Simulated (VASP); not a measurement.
# TiTe2 (P-3m1) in VASP: notebook

Runs on TiTe2. Level: PBE+U. Tasks: single point.

Everything below comes from runs of VASP 6.6.1. Logs are shortened: lines on timing, memory, paths and dates and some standing lists are left out, and cuts for length are marked.

## (1) The cell of the first run

The structure is trigonal, space group P-3m1 (No. 164). The conventional cell has a = 3.817 Å, b = 3.817 Å, c = 6.800 Å, α = 90.00°, β = 90.00°, γ = 120.00°. Within 3.7 Å of Te (site symmetry 3m) lie 3 Ti at 2.79 Å. Ti (site symmetry -3m) has 6 Te at 2.79 Å within 3.7 Å.

## (2) Single point, PBE+U

Contents of INCAR:

```
SYSTEM = TiTe2
PREC = Accurate
ENCUT = 520
EDIFF = 1E-6
ISMEAR = -1
SIGMA = 0.05
LREAL = .False.
LASPH = .True.
NELM = 150
ALGO = Normal
ISIF = 2
LWAVE = .False.
LCHARG = .False.
LMAXMIX = 4
LDAU = .True.
LDAUTYPE = 2
LDAUL = -1 2
LDAUU = 0 1
LDAUJ = 0 0
LDAUPRINT = 1
GGA = PE
NBANDS = 19
```

Contents of KPOINTS:

```
Automatic mesh
0
Gamma
  8 8 4
  0 0 0
```

Contents of POSCAR:

```
TiTe2
1.0
    3.8171143054      0.0000000000      0.0000000000
   -1.9085571527      3.3057179576      0.0000000000
    0.0000000000      0.0000000000      6.8003974658
Te Ti
2 1
Direct
    0.3333333333      0.6666666667      0.7489799469
    0.6666666667      0.3333333333      0.2510200531
    0.0000000000      0.0000000000      0.0000000000
```

Potentials or basis: VASP PAW PBE potentials, release 64 (Te, Ti_sv).

The run is started by

```sh
cat potpaw_PBE.64/Te/POTCAR potpaw_PBE.64/Ti_sv/POTCAR > POTCAR
mpirun -np 1 vasp_std > vasp.out
```

OUTCAR:

```text
SYSTEM = TiTe2
   PREC = Accurate
   ENCUT = 520
   EDIFF = 1E-6
   ISMEAR = -1
   LREAL = .False.
   LASPH = .True.
   NELM = 150
   ISIF = 2
   GGA = PE

 ion  position               nearest neighbor table
   1  0.333  0.667  0.749-   3 2.79   3 2.79   3 2.79
   2  0.667  0.333  0.251-   3 2.79   3 2.79   3 2.79
   3  0.000  0.000  0.000-   1 2.79   2 2.79   1 2.79   2 2.79   2 2.79   1 2.79

  LATTYP: Found a hexagonal cell.
 ALAT       =     3.8171143054
 C/A-ratio  =     1.7815545781

  Lattice vectors:

 A1 = (   3.8171143054,   0.0000000000,   0.0000000000)
 A2 = (  -1.9085571527,   3.3057179576,   0.0000000000)
 A3 = (   0.0000000000,   0.0000000000,   6.8003974658)

Analysis of symmetry for initial positions (statically):
=====================================================================
 Subroutine PRICEL returns:
 Original cell was already a primitive cell.

 Routine SETGRP: Setting up the symmetry group for a
 hexagonal supercell.

 Subroutine GETGRP returns: Found 12 space group operations
 (whereof 12 operations were pure point group operations)
 out of a pool of 24 trial point group operations.

The static configuration has the point symmetry D_3d.

Analysis of symmetry for dynamics (positions and initial velocities):
=====================================================================
 Subroutine PRICEL returns:
 Original cell was already a primitive cell.

 Routine SETGRP: Setting up the symmetry group for a
 hexagonal supercell.

 Subroutine GETGRP returns: Found 12 space group operations
 (whereof 12 operations were pure point group operations)
 out of a pool of 24 trial point group operations.

The dynamic configuration has the point symmetry D_3d.

 Subroutine INISYM returns: Found 12 space group operations
 (whereof 12 operations are pure point group operations),
 and found     1 'primitive' translations

----------------------------------------------------------------------------------------

                                     Primitive cell

  volume of cell :      85.8095

  direct lattice vectors                    reciprocal lattice vectors
     3.817114305  0.000000000  0.000000000     0.261978007  0.151253073  0.000000000
    -1.908557153  3.305717958  0.000000000     0.000000000  0.302506146  0.000000000
     0.000000000  0.000000000  6.800397466     0.000000000  0.000000000  0.147050228

  length of vectors
     3.817114305  3.817114305  6.800397466     0.302506146  0.302506146  0.147050228

  position of ions in fractional coordinates (direct lattice)
     0.333333333  0.666666667  0.748979947
     0.666666667  0.333333333  0.251020053
     0.000000000  0.000000000  0.000000000

  ion indices of the primitive-cell ions
   primitive index   ion index
                 1           1
                 2           2
                 3           3

----------------------------------------------------------------------------------------

 KPOINTS: Automatic mesh

Automatic generation of k-mesh.
 Grid dimensions read from file:
 generate k-points for:    8    8    4

 Generating k-lattice:

  Cartesian coordinates                     Fractional coordinates (reciprocal lattice)
     0.032747251  0.018906634  0.000000000     0.125000000  0.000000000  0.000000000
     0.000000000  0.037813268  0.000000000     0.000000000  0.125000000  0.000000000
     0.000000000  0.000000000  0.036762557     0.000000000  0.000000000  0.250000000

  Length of vectors
     0.037813268  0.037813268  0.036762557

  Shift w.r.t. Gamma in fractional coordinates (k-lattice)
     0.000000000  0.000000000  0.000000000

 Subroutine IBZKPT returns following result:
 ===========================================

 Found     35 irreducible k-points:

 Following reciprocal coordinates:
            Coordinates               Weight
  0.000000  0.000000  0.000000      1.000000
  0.125000  0.000000  0.000000      6.000000
  0.250000  0.000000  0.000000      6.000000
  0.375000  0.000000  0.000000      6.000000
  0.500000  0.000000  0.000000      3.000000
  0.125000  0.125000  0.000000      6.000000
[... 16 lines left out ...]
 -0.125000  0.500000  0.250000     12.000000
  0.250000  0.250000  0.250000     12.000000
 [... further k-points ...]
   k-points           NKPTS =     35   k-points in BZ     NKDIM =     35   number of bands    NBANDS=     19
   number of dos      NEDOS =    301   number of ions     NIONS =      3
   total plane-waves  NPLWV =  42336
   dimension x,y,z NGX =    28 NGY =   28 NGZ =   54
   dimension x,y,z NGXF=    56 NGYF=   56 NGZF=  108
   ions per type =               2   1
   NGX,Y,Z   is equivalent  to a cutoff of  12.19, 12.19, 13.20 a.u.
   NGXF,Y,Z  is equivalent  to a cutoff of  24.39, 24.39, 26.40 a.u.
 SYSTEM =  TiTe2
   PREC   = accura    normal or accurate (medium, high low for compatibility)
   ISTART =      0    job   : 0-new  1-cont  2-samecut
   ICHARG =      2    charge: 1-file 2-atom 10-const
   ISPIN  =      1    spin polarized calculation?
   LNONCOLLINEAR =      F non collinear calculations
   LSORBIT =      F    spin-orbit coupling
   LASPH  =      T    aspherical Exc in radial PAW
   ENCUT  =  520.0 eV  38.22 Ry    6.18 a.u.   7.10  7.10 12.64*2*pi/ulx,y,z
   NELM   =    150;   NELMIN=  2; NELMDL= -5     # of ELM steps
   EDIFF  = 0.1E-05   stopping-criterion for ELM
   LREAL  =      F    real-space projection
   EDIFFG = 0.1E-04   stopping-criterion for IOM
   NSW    =      0    number of steps for IOM
   IBRION =     -1    ionic relax: 0-MD 1-quasi-New 2-CG
   NFREE  =      0    steps in history (QN), initial steepest desc. (CG)
   ISIF   =      2    stress and relaxation
   ISYM   =      2    0-nonsym 1-usesym 2-fastsym
   POTIM  = 0.5000    time-step for ionic-motion
   TEBEG  =    0.0;   TEEND  =   0.0 temperature during run
   PSTRESS=    0.0 pullay stress
   NELECT =      24.0000    total number of electrons
   NUPDOWN=      -1.0000    fix difference up-down
   EMIN   =  10.00;   EMAX   =-10.00  energy-range for DOS
   EFERMI =   0.00;   METHOD = LEGACY
   ISMEAR =    -1;   SIGMA  =   0.05  broadening in eV -4-tet -1-fermi 0-gaus
   EFERMI_NEDOS =   21; number of points for ismear=-14 and -15
   IALGO  =     38    algorithm
   IMIX   =      4    mixing-type and parameters
     AMIX     =   0.40;   BMIX     =  1.00
     AMIX_MAG =   1.60;   BMIX_MAG =  1.00
  volume/ion in A,a.u.               =      28.60       193.02
  Fermi-wavevector in a.u.,A,eV,Ry     =   1.070615  2.023170 15.595234  1.146217
  Thomas-Fermi vector in A             =   2.206331
   LORBIT       =      0    0 simple, 1 ext, 2 COOP (PROOUT), +10 PAW based schemes
 LDA+U is selected, type is set to LDAUTYPE =  2
   angular momentum for each species LDAUL =    -1    2
   U (eV)           for each species LDAUU =   0.0  1.0
   J (eV)           for each species LDAUJ =   0.0  0.0
   GGA     = PE    functional components
   LHFCALC =     F    Hartree Fock is set to
   AEXX    =    0.0000 exact exchange contribution
   IVDW    =     0    specifies the selected vdW correction
   LEPSILON=     F    determine dielectric tensor
   LRPA    =     F    only Hartree local field effects (RPA)
 non-spin polarized calculation
  energy-cutoff  :      520.00
  volume of cell :       85.81
 maximum number of plane-waves:      2324
   NGX = 15   NGY = 15   NGZ = 25

atom =   3  type =  2  l = 2

 onsite density matrix

spin component  1

  0.1579 -0.0000 -0.0000  0.0680  0.0000
 -0.0000  0.2508 -0.0000  0.0000  0.0680
 -0.0000 -0.0000  0.0963  0.0000 -0.0000
  0.0680  0.0000  0.0000  0.2508  0.0000
  0.0000  0.0680 -0.0000  0.0000  0.1579

spin component  2

  0.1579 -0.0000 -0.0000  0.0680  0.0000
 -0.0000  0.2508 -0.0000  0.0000  0.0680
 -0.0000 -0.0000  0.0963  0.0000 -0.0000
  0.0680  0.0000  0.0000  0.2508  0.0000
  0.0000  0.0680 -0.0000  0.0000  0.1579

 occupancies and eigenvectors

  o =  0.0963  v =  0.0000 -0.0000  1.0000 -0.0000  0.0000  0.0000  0.0000  0.0000  0.0000  0.0000      0.0000  0.0000  0.0000  0.0000  0.0000  0.0000  0.0000  0.0000  0.0000  0.0000
  o =  0.0963  v =  0.0000  0.0000  0.0000  0.0000  0.0000  0.0000 -0.0000  1.0000 -0.0000  0.0000      0.0000  0.0000  0.0000  0.0000  0.0000  0.0000  0.0000  0.0000  0.0000  0.0000
  o =  0.1220  v =  0.0000  0.4667  0.0000  0.0000 -0.8844  0.0000  0.0000  0.0000  0.0000  0.0000      0.0000  0.0000  0.0000  0.0000  0.0000  0.0000  0.0000  0.0000  0.0000  0.0000
  o =  0.1220  v =  0.0000  0.0000  0.0000  0.0000  0.0000  0.0000  0.4667  0.0000  0.0000 -0.8844      0.0000  0.0000  0.0000  0.0000  0.0000  0.0000  0.0000  0.0000  0.0000  0.0000
  o =  0.1220  v =  0.0000  0.0000  0.0000  0.0000  0.0000 -0.8844  0.0000 -0.0000  0.4667  0.0000      0.0000  0.0000  0.0000  0.0000  0.0000  0.0000  0.0000  0.0000  0.0000  0.0000
  o =  0.1220  v = -0.8844  0.0000 -0.0000  0.4667  0.0000  0.0000  0.0000  0.0000  0.0000  0.0000      0.0000  0.0000  0.0000  0.0000  0.0000  0.0000  0.0000  0.0000  0.0000  0.0000
  o =  0.2867  v =  0.0000  0.0000  0.0000  0.0000  0.0000  0.0000 -0.8844  0.0000  0.0000 -0.4667      0.0000  0.0000  0.0000  0.0000  0.0000  0.0000  0.0000  0.0000  0.0000  0.0000
  o =  0.2867  v =  0.0000 -0.8844  0.0000  0.0000 -0.4667  0.0000  0.0000  0.0000  0.0000  0.0000      0.0000  0.0000  0.0000  0.0000  0.0000  0.0000  0.0000  0.0000  0.0000  0.0000
  o =  0.2867  v =  0.4667  0.0000 -0.0000  0.8844  0.0000  0.0000  0.0000  0.0000  0.0000  0.0000      0.0000  0.0000  0.0000  0.0000  0.0000  0.0000  0.0000  0.0000  0.0000  0.0000
  o =  0.2867  v =  0.0000  0.0000  0.0000  0.0000  0.0000  0.4667  0.0000 -0.0000  0.8844  0.0000      0.0000  0.0000  0.0000  0.0000  0.0000  0.0000  0.0000  0.0000  0.0000  0.0000

 number of electron      24.0000000 magnetization

 Free energy of the ion-electron system (eV)
  ---------------------------------------------------
  ext. energy  EPLUGINS =         0.00000000
  ---------------------------------------------------
  free energy    TOTEN  =       -15.50240237 eV

  energy without entropy =      -15.49078909  energy(sigma->0) =      -15.49659573

 E-fermi :   6.0995     XC(G=0):  -9.5024

 val. band max:        6.0807620196   @ k =   0.5000   0.0000   0.2500
 cond. band min:       6.1513484972   @ k =   0.5000   0.0000   0.0000
 fundamental gap:      0.0705864776
 Fermi energy:         6.0995333442

 k-point     1 :       0.0000    0.0000    0.0000
  band No.  band energies     occupation
      1     -51.7801      2.00000
      2     -28.0197      2.00000
      3     -28.0197      2.00000
      4     -27.9751      2.00000
      5      -6.0682      2.00000
      6      -4.8274      2.00000
[... 11 lines left out ...]
     18      11.1836      0.00000
     19      11.5293      0.00000

 k-point     2 :       0.1250    0.0000    0.0000
  band No.  band energies     occupation
      1     -51.7797      2.00000
      2     -28.0249      2.00000
      3     -28.0209      2.00000
      4     -27.9739      2.00000
      5      -5.9055      2.00000
      6      -4.7400      2.00000
[... 11 lines left out ...]
     18      12.0427      0.00000
     19      12.2495      0.00000

 k-point     3 :       0.2500    0.0000    0.0000
  band No.  band energies     occupation
      1     -51.7789      2.00000
      2     -28.0375      2.00000
      3     -28.0238      2.00000
      4     -27.9710      2.00000
      5      -5.4545      2.00000
      6      -4.5194      2.00000
[... 11 lines left out ...]
     18      11.7461      0.00000
     19      12.4608      0.00000

 k-point     4 :       0.3750    0.0000    0.0000
  band No.  band energies     occupation
      1     -51.7780      2.00000
      2     -28.0500      2.00000
      3     -28.0267      2.00000
      4     -27.9682      2.00000
      5      -4.8552      2.00000
      6      -4.3117      2.00000
[... 407 lines left out ...]
     18      10.9977      0.00000
     19      12.0274      0.00000

 k-point    23 :      -0.1250    0.5000    0.2500
  band No.  band energies     occupation
      1     -51.7776      2.00000
      2     -28.0523      2.00000
      3     -28.0308      2.00000
      4     -27.9670      2.00000
      5      -4.4517      2.00000
      6      -4.3322      2.00000
[... 11 lines left out ...]
     18      10.7232      0.00000
     19      12.2604      0.00000

 k-point    24 :       0.2500    0.2500    0.2500
  band No.  band energies     occupation
      1     -51.7776      2.00000
      2     -28.0483      2.00000
      3     -28.0347      2.00000
      4     -27.9670      2.00000
      5      -4.5305      2.00000
      6      -4.2644      2.00000
[... 11 lines left out ...]
     18      11.2772      0.00000
     19      11.9171      0.00000

 [... further k-points ...]
[... 5 lines left out ...]
  --------------------------------------------------------------------------------------
  -------------------------------------------------------------------------------------
  Total       -0.0954045     -0.0954045      0.0201958      0.0000000      0.0000000     -0.0000000
  in kB       -1.7813287     -1.7813287      0.3770823      0.0000000      0.0000000     -0.0000000
  external PRESSURE =      -1.0618583 kB  Pullay stress =       0.0000000 kB

 VOLUME and BASIS-vectors are now :
 -----------------------------------------------------------------------------
  energy-cutoff  :      520.00
  volume of cell :       85.81
      direct lattice vectors                 reciprocal lattice vectors
     3.817114305  0.000000000  0.000000000     0.261978007  0.151253073  0.000000000
    -1.908557153  3.305717958  0.000000000     0.000000000  0.302506146  0.000000000
     0.000000000  0.000000000  6.800397466     0.000000000  0.000000000  0.147050228

 POSITION                                       TOTAL-FORCE (eV/Angst)
 -----------------------------------------------------------------------------------
     -0.00000      2.20381      5.09336         0.000000      0.000000     -0.031999
      1.90856      1.10191      1.70704        -0.000000     -0.000000      0.031999
      0.00000      0.00000      0.00000         0.000000      0.000000      0.000000
 -----------------------------------------------------------------------------------
    total drift:                                0.000000     -0.000000     -0.000000

  FREE ENERGIE OF THE ION-ELECTRON SYSTEM (eV)
  ---------------------------------------------------
  free  energy   TOTEN  =       -15.5024023738 eV

  energy  without entropy=      -15.4907890947  energy(sigma->0) =      -15.49659573
```

Run time: 30 s. Hardware: 1 thread of Intel Xeon 6975P-C (Granite Rapids), shared host; peak memory 0.22 GiB.

Results:

```yaml
Free_energy: -15.5024 eV
Pressure: -0.1 GPa
Largest_force: 0.032 eV/Å
Band_gap_on_the_k_mesh: zero (band 12 reaches 6.50 eV, above the bottom of band 13 at 5.93 eV)
```

Forces on the atoms (eV/Å):
```
Te   0.000  0.000 -0.032
Te   0.000  0.000  0.032
Ti   0.000  0.000  0.000
```

Eigenvalues of the final occupation matrices:
| site | spin | trace | eigenvalues |
| --- | --- | --- | --- |
| site 3 d | 1 | 0.91 | 0.10 0.12 0.12 0.29 0.29 |
| site 3 d | 2 | 0.91 | 0.10 0.12 0.12 0.29 0.29 |

Caveat: spin-orbit coupling is left out, which moves the levels of the heavy elements; this functional lacks dispersion, which binds the layers, so the pressure and a relaxed spacing across them are unreliable; U without spin polarisation on a metal has little footing; the U is typed as a test and isn't derived for this compound.

[end of part 1 of 3]
